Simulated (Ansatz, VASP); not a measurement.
CuI in VASP and in Ansatz

The input POSCAR:

```
CuI
1.0
    0.0000000000      3.0120291112      3.0120291112
    3.0026918210      0.0000000000      3.0120291112
    3.0026918210      3.0120291112      0.0000000000
Cu I
1 1
Direct
    0.0000000000      0.0000000000      0.0000000000
    0.2500000000      0.2500000000      0.2500000000
```

Contents of INCAR.step1:

```
  ALGO = Normal
  EDIFF = 1E-4
  ENCUT = 520
  GGA = PE
  ISMEAR = 0
  LASPH = T
  LCHARG = F
  LREAL = F
  LWAVE = T
  NBANDS = 16
  NELM = 80
  PREC = Accurate
  SIGMA = 0.01
```

Contents of INCAR.step2:

```
  ALGO = Normal
  EDIFF = 1E-6
  ENCUT = 520
  ISIF = 2
  ISMEAR = 0
  ISTART = 1
  LASPH = T
  LCHARG = F
  LMIXTAU = T
  LREAL = F
  LWAVE = F
  METAGGA = R2SCAN
  NBANDS = 16
  NELM = 80
  PREC = Accurate
  SIGMA = 0.01
```

Contents of KPOINTS:

```
k-points
0
Gamma
  8 8 8
```

Input for Ansatz:

```yaml
crystal:
  lattice:
    - [0.0, 3.0120291112, 3.0120291112]
    - [3.002691821, 0.0, 3.0120291112]
    - [3.002691821, 3.0120291112, 0.0]
  atoms:
    - { symbol: Cu, position: [0.0, 0.0, 0.0] }
    - { symbol: I, position: [0.25, 0.25, 0.25] }
kpoints:
  mp_grid: { grid: [8, 8, 8] }
  band_path:
    path:
      - [0.0, 0.0, 0.0]
      - [-0.5, -0.5, 0.0]
      - [-0.375, -0.375, 0.25]
      - [-0.375, 0.0, 0.375]
      - [0.0, 0.0, 0.5]
      - [-0.5, -0.25, 0.25]
    npoints: 1
hamiltonian:
  xc: r2scan
scf:
  occupations: { method: fixed }
  n_extra_bands: 4
output:
  forces: true
  stress: true
  eigenvalues: true
```

Change from the starting cell: uniaxial_x strain -0.3%.

Alike in both runs: task single point; functional r2SCAN; k mesh 8 × 8 × 8; no spin polarisation.

```csv
,VASP,Ansatz
version,VASP 6.6.1,Ansatz 0.2.0
potentials or method,"VASP PAW PBE potentials, release 64 (Cu, I)","plane waves, PAW"
plane-wave cutoff (eV),520,500
occupations,"gaussian, width 0.01 eV",fixed
valence electrons in the cell,18,36
```

```tsv
	VASP	Ansatz	Ansatz less VASP
gap on the k mesh at the Fermi level (eV)	1.68	1.67	-0.005
pressure (GPa)	0.1	0.1	+0.04
```

VASP's potentials were made for PBE, not for r2SCAN. VASP's potentials hold 18 valence electrons a cell and Ansatz's 36, so a difference there can come from the potentials and not from the codes.

Neither program's run includes spin-orbit coupling.
